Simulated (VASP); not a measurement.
# WC (P-6m2) in VASP: notebook

Aim: see how the results for WC move with the level of theory and the settings. Levels: b88 exchange, pbe correlation, PBE, PBEsol, r2SCAN-based global hybrid with 10 % exact exchange. Tasks: single point.

Everything below comes from runs of VASP 6.6.1. Logs are shortened: lines on timing, memory, paths and dates and some standing lists are left out, and cuts for length are marked.

## 1. The cell of the first run

The structure is hexagonal, space group P-6m2 (No. 187). Conventional cell: a = 2.887 Å, b = 2.887 Å, c = 2.818 Å, α = 90.00°, β = 90.00°, γ = 120.00°. W (site symmetry -6m2) has 6 C at 2.18 Å and 8 W at 2.82 to 2.89 Å within 2.9 Å. C (site symmetry -6m2) has 6 W at 2.18 Å and 8 C at 2.82 to 2.89 Å within 2.9 Å.

## 2. Single point, b88 exchange, pbe correlation

INCAR

```
PREC = Accurate
ENCUT = 1300
EDIFF = 1E-6
ISMEAR = -1
SIGMA = 0.05
LREAL = F
LASPH = T
NELM = 120
ALGO = Normal
ISIF = 2
LWAVE = F
LCHARG = T
GGA = LIBXC
LIBXC1 = GGA_X_B88
LIBXC2 = GGA_C_PBE
LELF = T
LVHAR = T
NBANDS = 16
GGA_COMPAT = F
```

KPOINTS

```
Automatic mesh
0
Gamma
  10 10 9
```

POSCAR

```
WC
1.0
    2.8869927008      0.0000000000      0.0000000000
   -1.4434963504      2.5002090195      0.0000000000
    0.0000000000      0.0000000000      2.8175618425
W C
1 1
Direct
    0.0000000000      0.0000000000      0.0000000000
    0.6666666667      0.3333333333      0.5000000000
```

Potentials or basis: VASP PAW PBE potentials, release 64 (W_sv, C_h).

Run with:

```
cat potpaw_PBE.64/W_sv/POTCAR potpaw_PBE.64/C_h/POTCAR > POTCAR
mpirun -np 1 vasp_std > vasp.out
```

OUTCAR:

```text
PREC = Accurate
   ENCUT = 1300
   EDIFF = 1E-6
   ISMEAR = -1
   LREAL = F
   LASPH = T
   NELM = 120
   ISIF = 2
   GGA = LIBXC

 ion  position               nearest neighbor table
   1  0.000  0.000  0.000-   2 2.18   2 2.18   2 2.18   2 2.18   2 2.18   2 2.18
   2  0.667  0.333  0.500-   1 2.18   1 2.18   1 2.18   1 2.18   1 2.18   1 2.18

  LATTYP: Found a hexagonal cell.
 ALAT       =     2.8869927008
 C/A-ratio  =     0.9759504559

  Lattice vectors:

 A1 = (   2.8869927008,   0.0000000000,   0.0000000000)
 A2 = (  -1.4434963504,   2.5002090195,   0.0000000000)
 A3 = (   0.0000000000,   0.0000000000,   2.8175618425)

Analysis of symmetry for initial positions (statically):
=====================================================================
 Subroutine PRICEL returns:
 Original cell was already a primitive cell.

 Routine SETGRP: Setting up the symmetry group for a
 hexagonal supercell.

 Subroutine GETGRP returns: Found 12 space group operations
 (whereof 12 operations were pure point group operations)
 out of a pool of 24 trial point group operations.

The static configuration has the point symmetry D_3h.

Analysis of symmetry for dynamics (positions and initial velocities):
=====================================================================
 Subroutine PRICEL returns:
 Original cell was already a primitive cell.

 Routine SETGRP: Setting up the symmetry group for a
 hexagonal supercell.

 Subroutine GETGRP returns: Found 12 space group operations
 (whereof 12 operations were pure point group operations)
 out of a pool of 24 trial point group operations.

The dynamic configuration has the point symmetry D_3h.

 Subroutine INISYM returns: Found 12 space group operations
 (whereof 12 operations are pure point group operations),
 and found     1 'primitive' translations

----------------------------------------------------------------------------------------

                                     Primitive cell

  volume of cell :      20.3374

  direct lattice vectors                    reciprocal lattice vectors
     2.886992701  0.000000000  0.000000000     0.346381201  0.199983280  0.000000000
    -1.443496350  2.500209020  0.000000000     0.000000000  0.399966560  0.000000000
     0.000000000  0.000000000  2.817561842     0.000000000  0.000000000  0.354916788

  length of vectors
     2.886992701  2.886992701  2.817561842     0.399966560  0.399966560  0.354916788

  position of ions in fractional coordinates (direct lattice)
     0.000000000  0.000000000  0.000000000
     0.666666667  0.333333333  0.500000000

  ion indices of the primitive-cell ions
   primitive index   ion index
                 1           1
                 2           2

----------------------------------------------------------------------------------------

 KPOINTS: Automatic mesh

Automatic generation of k-mesh.
 Grid dimensions read from file:
 generate k-points for:   10   10    9

 Generating k-lattice:

  Cartesian coordinates                     Fractional coordinates (reciprocal lattice)
     0.034638120  0.019998328  0.000000000     0.100000000  0.000000000  0.000000000
     0.000000000  0.039996656  0.000000000     0.000000000  0.100000000  0.000000000
     0.000000000  0.000000000  0.039435199     0.000000000  0.000000000  0.111111111

  Length of vectors
     0.039996656  0.039996656  0.039435199

  Shift w.r.t. Gamma in fractional coordinates (k-lattice)
     0.000000000  0.000000000  0.000000000

 Subroutine IBZKPT returns following result:
 ===========================================

 Found     70 irreducible k-points:

 Following reciprocal coordinates:
            Coordinates               Weight
  0.000000  0.000000  0.000000      1.000000
  0.100000  0.000000  0.000000      6.000000
  0.200000  0.000000  0.000000      6.000000
  0.300000  0.000000  0.000000      6.000000
  0.400000  0.000000  0.000000      6.000000
  0.500000  0.000000  0.000000      3.000000
[... 16 lines left out ...]
  0.300000  0.100000  0.111111     24.000000
  0.400000  0.100000  0.111111     24.000000
 [... further k-points ...]
   k-points           NKPTS =     70   k-points in BZ     NKDIM =     70   number of bands    NBANDS=     16
   number of dos      NEDOS =    301   number of ions     NIONS =      2
   total plane-waves  NPLWV =  46656
   dimension x,y,z NGX =    36 NGY =   36 NGZ =   36
   dimension x,y,z NGXF=    72 NGYF=   72 NGZF=   72
   ions per type =               1   1
   NGX,Y,Z   is equivalent  to a cutoff of  20.73, 20.73, 21.24 a.u.
   NGXF,Y,Z  is equivalent  to a cutoff of  41.46, 41.46, 42.48 a.u.
 SYSTEM =  unknown system
   PREC   = accura    normal or accurate (medium, high low for compatibility)
   ISTART =      0    job   : 0-new  1-cont  2-samecut
   ICHARG =      2    charge: 1-file 2-atom 10-const
   ISPIN  =      1    spin polarized calculation?
   LNONCOLLINEAR =      F non collinear calculations
   LSORBIT =      F    spin-orbit coupling
   LASPH  =      T    aspherical Exc in radial PAW
   ENCUT  = 1300.0 eV  95.55 Ry    9.77 a.u.   8.49  8.49  8.28*2*pi/ulx,y,z
   NELM   =    120;   NELMIN=  2; NELMDL= -5     # of ELM steps
   EDIFF  = 0.1E-05   stopping-criterion for ELM
   LREAL  =      F    real-space projection
   EDIFFG = 0.1E-04   stopping-criterion for IOM
   NSW    =      0    number of steps for IOM
   IBRION =     -1    ionic relax: 0-MD 1-quasi-New 2-CG
   NFREE  =      0    steps in history (QN), initial steepest desc. (CG)
   ISIF   =      2    stress and relaxation
   ISYM   =      2    0-nonsym 1-usesym 2-fastsym
   POTIM  = 0.5000    time-step for ionic-motion
   TEBEG  =    0.0;   TEEND  =   0.0 temperature during run
   PSTRESS=    0.0 pullay stress
   NELECT =      18.0000    total number of electrons
   NUPDOWN=      -1.0000    fix difference up-down
   EMIN   =  10.00;   EMAX   =-10.00  energy-range for DOS
   EFERMI =   0.00;   METHOD = LEGACY
   ISMEAR =    -1;   SIGMA  =   0.05  broadening in eV -4-tet -1-fermi 0-gaus
   EFERMI_NEDOS =   21; number of points for ismear=-14 and -15
   IALGO  =     38    algorithm
   IMIX   =      4    mixing-type and parameters
     AMIX     =   0.40;   BMIX     =  1.00
     AMIX_MAG =   1.60;   BMIX_MAG =  1.00
  volume/ion in A,a.u.               =      10.17        68.62
  Fermi-wavevector in a.u.,A,eV,Ry     =   1.571812  2.970293 33.614444  2.470592
  Thomas-Fermi vector in A             =   2.673340
   LORBIT       =      0    0 simple, 1 ext, 2 COOP (PROOUT), +10 PAW based schemes
   GGA     = LIBXC    functional components
   LHFCALC =     F    Hartree Fock is set to
   AEXX    =    0.0000 exact exchange contribution
   IVDW    =     0    specifies the selected vdW correction
   LEPSILON=     F    determine dielectric tensor
   LRPA    =     F    only Hartree local field effects (RPA)
 non-spin polarized calculation
  energy-cutoff  :     1300.00
  volume of cell :       20.34
 maximum number of plane-waves:      2206
 NGX is ok and might be reduce to    36
   NGX = 17   NGY = 17   NGZ = 17

 number of electron      18.0000000 magnetization

 Free energy of the ion-electron system (eV)
  ---------------------------------------------------
  ext. energy  EPLUGINS =         0.00000000
  ---------------------------------------------------
  free energy    TOTEN  =       -22.13275363 eV

  energy without entropy =      -22.13085813  energy(sigma->0) =      -22.13180588

 E-fermi :  11.6517     XC(G=0): -13.9555

 val. band max:       11.5581618875   @ k =   0.0000   0.0000   0.3333
 cond. band min:      11.6628061694   @ k =   0.1000   0.0000   0.3333
 fundamental gap:      0.1046442819
 Fermi energy:        11.6516619842

 k-point     1 :       0.0000    0.0000    0.0000
  band No.  band energies     occupation
      1     -62.3233      2.00000
      2     -26.3009      2.00000
      3     -26.1877      2.00000
      4     -26.1877      2.00000
      5      -2.9308      2.00000
      6       7.2461      2.00000
[... 8 lines left out ...]
     15      26.2553      0.00000
     16      28.6224      0.00000

 k-point     2 :       0.1000    0.0000    0.0000
  band No.  band energies     occupation
      1     -62.3172      2.00000
      2     -26.2895      2.00000
      3     -26.2757      2.00000
      4     -26.2075      2.00000
      5      -2.6638      2.00000
      6       7.2814      2.00000
[... 8 lines left out ...]
     15      25.7814      0.00000
     16      29.1796      0.00000

 k-point     3 :       0.2000    0.0000    0.0000
  band No.  band energies     occupation
      1     -62.3012      2.00000
      2     -26.5008      2.00000
      3     -26.2597      2.00000
      4     -26.2591      2.00000
      5      -1.9314      2.00000
      6       6.5557      2.00000
[... 8 lines left out ...]
     15      25.5740      0.00000
     16      30.3296      0.00000

 k-point     4 :       0.3000    0.0000    0.0000
  band No.  band energies     occupation
      1     -62.2814      2.00000
      2     -26.7694      2.00000
      3     -26.3221      2.00000
      4     -26.2225      2.00000
      5      -0.9256      2.00000
      6       5.5709      2.00000
[... 8 lines left out ...]
     15      26.5262      0.00000
     16      29.2954      0.00000

 k-point     5 :       0.4000    0.0000    0.0000
  band No.  band energies     occupation
      1     -62.2654      2.00000
      2     -26.9796      2.00000
      3     -26.3726      2.00000
      4     -26.1923      2.00000
      5       0.0359      2.00000
      6       4.8400      2.00000
[... 8 lines left out ...]
     15      25.9244      0.00000
     16      29.0997      0.00000

 k-point     6 :       0.5000    0.0000    0.0000
  band No.  band energies     occupation
      1     -62.2593      2.00000
      2     -27.0583      2.00000
      3     -26.3917      2.00000
      4     -26.1807      2.00000
      5       0.4676      2.00000
      6       4.5558      2.00000
[... 8 lines left out ...]
     15      24.7530      0.00000
     16      30.0769      0.00000

 k-point     7 :       0.1000    0.1000    0.0000
  band No.  band energies     occupation
      1     -62.3062      2.00000
      2     -26.4256      2.00000
      3     -26.2689      2.00000
      4     -26.2498      2.00000
      5      -2.1626      2.00000
      6       6.8405      2.00000
[... 8 lines left out ...]
     15      25.5535      0.00000
     16      29.9686      0.00000

 k-point     8 :       0.2000    0.1000    0.0000
  band No.  band energies     occupation
      1     -62.2883      2.00000
      2     -26.6567      2.00000
      3     -26.3227      2.00000
      4     -26.2354      2.00000
      5      -1.2818      2.00000
      6       5.9528      2.00000
[... 8 lines left out ...]
     15      26.0082      0.00000
     16      30.0888      0.00000

 k-point     9 :       0.3000    0.1000    0.0000
  band No.  band energies     occupation
      1     -62.2704      2.00000
      2     -26.8798      2.00000
      3     -26.3956      2.00000
      4     -26.2016      2.00000
      5      -0.2612      2.00000
      6       5.1586      2.00000
[... 8 lines left out ...]
     15      27.0360      0.00000
     16      28.4165      0.00000
[... 172 lines left out ...]
 k-point    19 :       0.4000    0.0000    0.1111
  band No.  band energies     occupation
      1     -62.2603      2.00000
      2     -26.9660      2.00000
      3     -26.3628      2.00000
      4     -26.2822      2.00000
      5       0.1519      2.00000
      6       4.7942      2.00000
[... 8 lines left out ...]
     15      25.5636      0.00000
     16      28.9629      0.00000

 k-point    20 :       0.5000    0.0000    0.1111
  band No.  band energies     occupation
      1     -62.2542      2.00000
      2     -27.0441      2.00000
      3     -26.3817      2.00000
      4     -26.2698      2.00000
      5       0.5469      2.00000
      6       4.4544      2.00000
[... 8 lines left out ...]
     15      24.8197      0.00000
     16      29.8549      0.00000

 k-point    21 :       0.1000    0.1000    0.1111
  band No.  band energies     occupation
      1     -62.3010      2.00000
      2     -26.4178      2.00000
      3     -26.3621      2.00000
      4     -26.2409      2.00000
      5      -1.8911      2.00000
      6       7.0009      2.00000
[... 8 lines left out ...]
     15      25.3320      0.00000
     16      29.5428      0.00000

 k-point    22 :       0.2000    0.1000    0.1111
  band No.  band energies     occupation
      1     -62.2832      2.00000
      2     -26.6455      2.00000
      3     -26.3280      2.00000
      4     -26.3133      2.00000
      5      -1.0644      2.00000
      6       6.1093      2.00000
[... 8 lines left out ...]
     15      25.4722      0.00000
     16      29.6406      0.00000

 k-point    23 :       0.3000    0.1000    0.1111
  band No.  band energies     occupation
      1     -62.2653      2.00000
      2     -26.8669      2.00000
      3     -26.3856      2.00000
      4     -26.2922      2.00000
      5      -0.1238      2.00000
      6       5.2363      2.00000
[... 8 lines left out ...]
     15      26.2002      0.00000
     16      28.5396      0.00000

 k-point    24 :       0.4000    0.1000    0.1111
  band No.  band energies     occupation
      1     -62.2542      2.00000
      2     -27.0004      2.00000
      3     -26.4300      2.00000
      4     -26.2698      2.00000
      5       0.5655      2.00000
      6       4.6745      2.00000
[... 8 lines left out ...]
     15      25.3450      0.00000
     16      29.3921      0.00000

 [... further k-points ...]
[... 5 lines left out ...]
  --------------------------------------------------------------------------------------
  -------------------------------------------------------------------------------------
  Total        1.9582507      1.9582507      2.0286156      0.0000000     -0.0000000      0.0000000
  in kB      154.2706868    154.2706868    159.8140211      0.0000000     -0.0000000      0.0000000
  external PRESSURE =     156.1184649 kB  Pullay stress =       0.0000000 kB

 VOLUME and BASIS-vectors are now :
 -----------------------------------------------------------------------------
  energy-cutoff  :     1300.00
  volume of cell :       20.34
      direct lattice vectors                 reciprocal lattice vectors
     2.886992701  0.000000000  0.000000000     0.346381201  0.199983280  0.000000000
    -1.443496350  2.500209020  0.000000000     0.000000000  0.399966560  0.000000000
     0.000000000  0.000000000  2.817561842     0.000000000  0.000000000  0.354916788

 POSITION                                       TOTAL-FORCE (eV/Angst)
 -----------------------------------------------------------------------------------
      0.00000      0.00000      0.00000        -0.000000      0.000000      0.000000
      1.44350      0.83340      1.40878         0.000000      0.000000      0.000000
 -----------------------------------------------------------------------------------
    total drift:                               -0.000000      0.000000      0.000000

  FREE ENERGIE OF THE ION-ELECTRON SYSTEM (eV)
  ---------------------------------------------------
  free  energy   TOTEN  =       -22.1327536291 eV

  energy  without entropy=      -22.1308581326  energy(sigma->0) =      -22.13180588
```

Wall time 80 s (1 thread of AMD EPYC 7R43 (Zen 3), shared host); peak memory 0.24 GiB.

What came out:

```yaml
Free_energy: -22.1328 eV
Pressure: 15.6 GPa
Band_gap_on_the_k_mesh: zero (bands 9 and 10 overlap by 1.23 eV)
```

Stress tensor (GPa, compression positive):
```
15.43  0.00  0.00
 0.00 15.43  0.00
 0.00  0.00 15.98
```

Caveat: the cell stands under pressure; the PAW data sets were made with another functional, which shifts forces and pressure a little; spin-orbit coupling is left out, which moves the levels of the heavy elements.

## 3. Single point, PBE

This run uses another cell than the first one, of 10.38 Å³/atom.

INCAR

```
  PREC = Accurate
  ENCUT = 1300
  EDIFF = 1E-6
  ISMEAR = 0
  SIGMA = 0.020999999999999998
  LREAL = F
  LASPH = T
  NELM = 120
  ALGO = Normal
  ISIF = 2
  LWAVE = F
  LCHARG = F
  GGA = PE
  NBANDS = 16
  GGA_COMPAT = F
```

KPOINTS is that of step 2.

POSCAR

```
WC
1.0
    2.9065000000      0.0000000000      0.0000000000
   -1.4532500000      2.5171028361      0.0000000000
    0.0000000000      0.0000000000      2.8366000000
W C
1 1
Direct
    0.0000000000      0.0000000000      0.0000000000
    0.6666666667      0.3333333333      0.5000000000
```

Potentials or basis: VASP PAW PBE potentials, release 64 (W_sv, C_h).

Run with:

```
cat potpaw_PBE.64/W_sv/POTCAR potpaw_PBE.64/C_h/POTCAR > POTCAR
mpirun -np 1 vasp_std > vasp.out
```

It took 79 s on 1 thread of Intel Xeon 6975P-C (Granite Rapids), shared host; peak memory 0.27 GiB.

Results (log left out):

```
Free energy            : -22.4522 eV
Pressure               : 6.7 GPa
Band gap on the k mesh : zero (bands 9 and 10 overlap by 1.19 eV)
```

Stress tensor (GPa, compression positive):
```
6.91 0.00 0.00
0.00 6.91 0.00
0.00 0.00 6.25
```

Levels at points of the mesh, in eV from the Fermi level:
| k point | band 6 | band 7 | band 8 | band 9 | band 10 | band 11 | band 12 | band 13 |
| --- | --- | --- | --- | --- | --- | --- | --- | --- |
| (0.00, 0.00, 0.00) | -4.32 | -3.35 | -3.35 | 0.07 | 3.22 | 3.22 | 5.61 | 5.61 |
| (0.50, 0.00, 0.00) | -7.05 | -3.63 | -3.58 | -0.49 | 2.33 | 4.52 | 4.87 | 6.84 |

Caveat: the cell stands under pressure; spin-orbit coupling is left out, which moves the levels of the heavy elements.

## 4. Single point, PBE

This run uses another cell than the first one, of 10.58 Å³/atom.

INCAR

```
PREC     = Accurate       # precision mode
ENCUT    = 1300           # plane-wave cutoff, eV
EDIFF    = 1E-6           # SCF threshold, eV
ISMEAR   = -1             # smearing method
SIGMA    = 0.05           # smearing width, eV
LREAL    = F              # projectors in reciprocal space
LASPH    = T              # aspherical terms in the spheres
NELM     = 120            # most SCF steps
ALGO     = Normal         # electronic algorithm
ISIF     = 2              # what is computed and relaxed
LWAVE    = F              # write WAVECAR
LCHARG   = F              # write CHGCAR
GGA      = PE             # functional
NBANDS   = 16             # bands
GGA_COMPAT= F
```

KPOINTS is that of step 3.

POSCAR

```
WC
1.0
    2.9257489053      0.0000000000      0.0000000000
   -1.4628744527      2.5337728771      0.0000000000
    0.0000000000      0.0000000000      2.8553859779
W C
1 1
Direct
    0.0000000000      0.0000000000      0.0000000000
    0.6666666667      0.3333333333      0.5000000000
```

Run with:

```
cat potpaw_PBE.64/W_sv/POTCAR potpaw_PBE.64/C_h/POTCAR > POTCAR
mpirun -np 1 vasp_std > vasp.out
```

It took 43 s on 1 thread of AMD EPYC 9R45 (Zen 5), shared host; peak memory 0.25 GiB.

Results (log left out):

```yaml
Free_energy: -22.4605 eV
Pressure: -1.2 GPa
Band_gap_on_the_k_mesh: zero (bands 9 and 10 overlap by 1.16 eV)
```

Stress tensor (GPa, compression positive):
```
-0.65  0.00  0.00
 0.00 -0.65  0.00
 0.00  0.00 -2.44
```

Levels at points of the mesh, in eV from the Fermi level:
```csv
k point,band 5,band 6,band 7,band 8,band 9,band 10,band 11,band 12,band 13,band 14
"(0.00, 0.00, 0.00)",-14.30,-4.20,-3.25,-3.25,0.07,3.14,3.14,5.51,5.51,6.24
"(0.50, 0.00, 0.00)",-11.02,-6.95,-3.54,-3.48,-0.47,2.28,4.41,4.75,6.73,9.50
```

Caveat: spin-orbit coupling is left out, which moves the levels of the heavy elements.

(Part 1 of 2 ends here.)

The gap in the log of VASP goes by the Fermi energy; the results here count the filled bands.